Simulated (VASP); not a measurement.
# Ti23BO47 (a cell with a defect): single point with PBEsol

System: Ti23BO47 (a cell with a defect).

```xyz
71
Lattice="9.1828 0.0000 0.0000 0.0000 9.1828 0.0000 0.0000 0.0000 8.8166" Properties=species:S:1:pos:R:3 pbc="T T T"
Ti    9.1768    0.0307    8.7571
Ti    0.0629    9.1386    2.9370
Ti    9.1791    0.0278    5.9354
Ti    0.0013    4.6555    0.0317
Ti    9.0449    4.3574    2.9370
Ti    9.1755    4.6585    5.8410
Ti    4.6206    0.0822    8.8018
Ti    4.6260    9.1627    2.9486
Ti    4.6109    0.0914    5.9160
Ti    4.4979    4.6216    0.1638
Ti    4.4992    4.6195    5.7079
Ti    2.3447    2.3116    1.5153
Ti    2.3409    2.3155    4.3655
Ti    2.2181    2.3302    7.3489
Ti    2.4673    7.0916    1.2953
Ti    2.4641    7.0878    4.5813
Ti    2.2522    6.7092    7.3464
Ti    6.8887    2.1698    1.4255
Ti    6.8909    2.1670    4.4495
Ti    6.8372    2.5652    7.3462
Ti    6.9160    6.9248    1.4321
Ti    6.9080    6.9308    4.4445
Ti    6.7953    6.8214    7.3465
B     5.6846    4.4706    2.9378
O     1.3597    1.3968    8.7948
O     1.3291    1.3701    2.9375
O     1.3626    1.3943    5.8966
O     1.3462    6.0732    0.0258
O     1.3439    6.0756    5.8520
O     5.9442    1.4766    8.8067
O     5.9627    1.3563    2.9375
O     5.9474    1.4743    5.8845
O     5.9655    5.9654    0.0156
O     6.0189    5.8126    2.9378
O     5.9627    5.9669    5.8599
O     3.2342    3.1476    0.0139
O     3.1384    3.0848    2.9381
O     3.2314    3.1500    5.8629
O     3.1874    7.8609    8.6949
O     3.1200    7.7270    2.9392
O     3.1912    7.8554    5.9957
O     7.7911    3.2136    0.0458
O     7.8031    3.0993    2.9374
O     7.7906    3.2157    5.8290
O     7.7573    7.7435    8.8148
O     7.7002    7.7804    2.9377
O     7.7587    7.7420    5.8766
O     0.9448    3.7607    1.4845
O     0.9456    3.7608    4.3908
O     0.9368    3.7549    7.3468
O     0.8608    8.2195    1.4930
O     0.8623    8.2206    4.3804
O     0.8540    8.2863    7.3464
O     5.5763    3.8046    1.7059
O     5.5776    3.8052    4.1700
O     5.4887    3.7342    7.3436
O     5.4465    8.2396    1.4597
O     5.4479    8.2394    4.4121
O     5.5061    8.3171    7.3449
O     3.6643    0.8366    1.4724
O     3.6646    0.8382    4.4023
O     3.7068    0.9142    7.3474
O     3.5090    5.5526    1.3106
O     3.5070    5.5489    4.5631
O     3.6574    5.4706    7.3476
O     8.2343    0.8684    1.4668
O     8.2360    0.8693    4.4070
O     8.2415    0.8676    7.3447
O     8.3461    5.5071    1.5324
O     8.3471    5.5071    4.3426
O     8.2663    5.4678    7.3465
```

```yaml
Program: VASP 6.6.1
Task: single point
Functional: PBEsol
Potentials_or_basis: VASP PAW PBE potentials, release 64 (Ti_sv, B, O)
Cutoff: 520 eV
k_mesh: 1 × 1 × 1, shifted
Occupations: fermi-dirac, width 0.05 eV
Spin: no spin polarisation
```

```yaml
Largest_force: 0.125 eV/Å
```

Forces in eV/Å, atoms in the order of the input:
```
Ti  -0.009 -0.013  0.049
Ti  -0.030 -0.005 -0.004
Ti  -0.006 -0.012 -0.050
Ti   0.001 -0.042 -0.025
Ti   0.032  0.067  0.002
Ti   0.005 -0.027  0.031
Ti   0.017 -0.025 -0.005
Ti  -0.020 -0.014 -0.015
Ti   0.028 -0.033 -0.032
Ti   0.054 -0.072 -0.001
Ti   0.048 -0.061  0.008
Ti  -0.043 -0.029 -0.087
Ti  -0.032 -0.020  0.066
Ti   0.022 -0.009 -0.005
Ti  -0.099 -0.032  0.063
Ti  -0.081 -0.022 -0.072
Ti   0.002  0.057  0.000
Ti   0.004  0.046  0.019
Ti  -0.008  0.045 -0.006
Ti   0.030 -0.093 -0.004
Ti  -0.016 -0.026  0.051
Ti  -0.012 -0.034 -0.041
Ti   0.010  0.008  0.000
B   -0.019  0.010 -0.011
O   -0.014 -0.013  0.030
O   -0.010  0.004  0.001
O   -0.020  0.001 -0.020
O   -0.028 -0.007  0.057
O   -0.029 -0.030 -0.065
O   -0.025 -0.026 -0.019
O   -0.014 -0.005  0.004
O   -0.032 -0.017  0.025
O   -0.028 -0.037 -0.018
O    0.020  0.051  0.000
O   -0.021 -0.036  0.012
O    0.024  0.010 -0.034
O    0.094  0.081  0.009
O    0.037 -0.002  0.030
O    0.064  0.057 -0.081
O    0.018  0.016 -0.006
O    0.046  0.073  0.071
O    0.026  0.031  0.029
O   -0.058 -0.036 -0.002
O    0.030  0.022 -0.025
O    0.048  0.034 -0.021
O    0.024  0.032 -0.007
O    0.038  0.039  0.015
O    0.042 -0.021 -0.001
O    0.021 -0.010  0.007
O   -0.022  0.022 -0.005
O    0.040  0.000 -0.014
O    0.027 -0.006  0.025
O    0.028 -0.073 -0.001
O   -0.012 -0.036 -0.063
O   -0.023 -0.040  0.070
O   -0.040  0.094  0.006
O    0.010 -0.003 -0.016
O    0.006  0.004  0.039
O    0.005 -0.011  0.009
O   -0.025  0.025  0.017
O   -0.014  0.013  0.003
O   -0.046  0.043  0.018
O    0.003  0.010  0.065
O   -0.003  0.021 -0.067
O    0.010 -0.040 -0.013
O    0.000 -0.021  0.008
O    0.007 -0.032  0.005
O   -0.037  0.074  0.000
O   -0.008  0.026 -0.001
O   -0.018  0.035 -0.007
O   -0.020  0.020  0.001
```

Levels at points of the mesh, in eV from the Fermi level:
| k point | band 276 | band 277 | band 278 | band 279 | band 280 | band 281 | band 282 | band 283 | band 284 | band 285 |
| --- | --- | --- | --- | --- | --- | --- | --- | --- | --- | --- |
| (0.25, 0.25, 0.25) | -1.58 | -1.50 | -1.47 | -1.40 | -1.10 | 1.12 | 1.22 | 1.26 | 1.30 | 1.34 |

Wall time 29 min on 1 thread of Intel(R) Xeon(R) Platinum 8375C CPU @ 2.90GHz (Ice Lake), on a shared host, peak memory 1.1 GiB.

Caveat: the cell carries a net charge on a neutralising background, which shifts energy and pressure; the cell is charged against a uniform background, so pressure and absolute levels hang on convention; the PAW data sets were made with another functional, which shifts forces and pressure a little.
